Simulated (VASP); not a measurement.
Input of a VASP 6.6.1 run:

Contents of INCAR:

```
ALGO = Normal
EDIFF = 1E-6
ENCUT = 520
GGA = RP
ISIF = 2
ISMEAR = -1
LASPH = T
LCHARG = F
LREAL = F
LWAVE = F
NBANDS = 13
NELM = 60
PREC = Accurate
SIGMA = 0.1
```

File KPOINTS:

```
k-points
0
Gamma
  14 14 14
```

POSCAR

```
Ru
1.0
    2.5265968697      0.0000000000      0.0000000000
    0.0000000000      2.5265968697      0.0000000000
    0.0000000000      0.0000000000      2.5265968697
Ru
1
Direct
    0.0000000000      0.0000000000      0.0000000000
```

Potentials or basis: VASP PAW PBE potentials, release 64 (Ru_pv).

Launch:

```sh
$ cat potpaw_PBE.64/Ru_pv/POTCAR > POTCAR
$ mpirun -np 1 vasp_std > vasp.out
```

**Question.** Predict the pressure.

**Answer.** 0.2 GPa.

**Question.** Predict the band gap on the k mesh.

**Answer.** Zero (band 7 reaches 13.84 eV, above the bottom of band 8 at 9.54 eV).

Caveat: the PAW data sets were made with another functional, which shifts forces and pressure a little.
